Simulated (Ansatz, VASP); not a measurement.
Two plane-wave programs on CsI

Contents of POSCAR:

```
CsI
1.0
    4.5667000000      0.0000000000      0.0000000000
    0.0000000000      4.5667000000      0.0000000000
    0.0000000000      0.0000000000      4.6352005000
Cs I
1 1
Direct
    0.0000000000      0.0000000000      0.0000000000
    0.5000000000      0.5000000000      0.5000000000
```

Contents of INCAR.step1:

```
SYSTEM = CsI
  PREC = Accurate
  ENCUT = 550
  ISMEAR = 0
  SIGMA = 0.05
  LREAL = .False.
  LASPH = .True.
  NELM = 120
  NBANDS = 15
  GGA = PE
  ALGO = Normal
  EDIFF = 1E-5
  LWAVE = .True.
  LCHARG = .False.
  GGA_COMPAT = .False.
```

File INCAR.step2:

```
SYSTEM = CsI
  PREC = Accurate
  ENCUT = 550
  EDIFF = 1E-6
  ISMEAR = 0
  SIGMA = 0.05
  LREAL = .False.
  LASPH = .True.
  NELM = 120
  ALGO = Normal
  ISIF = 2
  LWAVE = .False.
  LCHARG = .False.
  METAGGA = R2SCAN
  LMIXTAU = .True.
  NBANDS = 15
  ISTART = 1
  GGA_COMPAT = .False.
```

The input KPOINTS:

```
regular mesh
0
Gamma
  6 6 6
  0 0 0
```

Input for Ansatz:

```yaml
crystal:
  lattice:
    - [4.5667, 0.0, 0.0]
    - [0.0, 4.5667, 0.0]
    - [0.0, 0.0, 4.6352005]
  atoms:
    - { symbol: Cs, position: [0.0, 0.0, 0.0] }
    - { symbol: I, position: [0.5, 0.5, 0.5] }
basis:
  ecutwfc: 500
kpoints:
  mp_grid: { grid: [6, 6, 6] }
hamiltonian:
  xc: r2scan
scf:
  occupations: { method: gaussian, width: 0.05 }
output:
  forces: true
  stress: true
  eigenvalues: true
```

Change from the starting cell: strain +0.0150 x Voigt [0, 0, 1, 0, 0, 0], atoms carried along.

Alike in both runs: task single point; functional r2SCAN; k mesh 6 × 6 × 6; occupations gaussian, width 0.05 eV; no spin polarisation.

```csv
,VASP,Ansatz
version,VASP 6.6.1,Ansatz 0.2.0
potentials or method,"VASP PAW PBE potentials, release 64 (Cs_sv, I), cutoff 550 eV","scalar-relativistic, plane waves, PAW"
valence electrons in the cell,16,26
```

|  | VASP | Ansatz | Ansatz less VASP |
| --- | --- | --- | --- |
| gap on the k mesh at the Fermi level (eV) | 4.50 | 4.52 | +0.018 |
| least direct gap on the mesh (eV) | 4.59 | 4.61 | +0.015 |
| pressure (GPa) | 0.2 | 0.2 | -0.03 |
| traceless stress, the component that is largest in VASP (GPa) | -0.18 | -0.18 | 0.000 |

VASP's potentials were made for PBE, not for r2SCAN. VASP's potentials hold 16 valence electrons a cell and Ansatz's 26, so a difference there can come from the potentials and not from the codes.

Neither program's run includes spin-orbit coupling.
